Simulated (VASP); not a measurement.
La2O3: single point with PBE

Crystal: La2O3.

```
CELL_PARAMETERS angstrom
3.94966 0.00357 -0.00128
-1.97161 3.40202 -0.00525
-0.00362 -0.02109 12.39746
ATOMIC_POSITIONS crystal
La 0.66833 0.33538 0.37615
La 0.66814 0.33538 0.87618
La 0.33186 0.66464 0.12377
La 0.33168 0.66456 0.62380
O 0.66702 0.33363 0.17743
O 0.66679 0.33361 0.67746
O 0.33321 0.66639 0.32256
O 0.33297 0.66638 0.82261
O 0.00003 0.00000 0.00002
O 0.99997 0.00004 0.50001
```

| Property | Result |
| --- | --- |
| Program | VASP 6.6.1 |
| Task | single point |
| Functional | PBE |
| Potentials or basis | VASP PAW PBE potentials, release 64 (La, O) |
| Cutoff | 520 eV |
| k mesh | 6 × 6 × 1 |
| Occupations | gaussian, width 0.1 eV |
| Spin | no spin polarisation |

```
Pressure               : -0.4 GPa
Largest force          : 0.008 eV/Å
Band gap on the k mesh : 3.84 eV
```

Forces in eV/Å, atoms in the order of the input:
```
La   0.000  0.000 -0.005
La  -0.001  0.000 -0.005
La   0.000  0.000  0.008
La   0.000  0.001  0.007
O   -0.001  0.000 -0.005
O    0.001 -0.001 -0.006
O   -0.001  0.000  0.004
O    0.001  0.000  0.002
O    0.000  0.000  0.000
O    0.000  0.000  0.000
```

Stress tensor (GPa, compression positive):
```
-0.52 -0.05 -0.03
-0.05 -0.37  0.03
-0.03  0.03 -0.32
```

Levels at points of the mesh, in eV from the valence-band top:
```
           k point  band 37  band 38  band 39  band 40  band 41  band 42  band 43  band 44
(0.00, 0.00, 0.00)    -0.33    -0.26    -0.25    -0.08     4.26     4.62     4.64     4.65
(0.50, 0.00, 0.00)    -0.39    -0.35    -0.29     0.00     3.84     4.36     4.57     4.67
(0.00, 0.50, 0.00)    -0.39    -0.34    -0.28     0.00     3.86     4.36     4.60     4.68
(0.50, 0.50, 0.00)    -0.39    -0.35    -0.28     0.00     3.85     4.36     4.58     4.67
```

Wall time 10 min on 1 thread of Intel Xeon 8259CL (shared host), peak memory 0.36 GiB.

Caveat: the k points lie up to 0.51 Å⁻¹ apart; spin-orbit coupling is left out, which moves the levels of the heavy elements. A k mesh can miss the band edges.
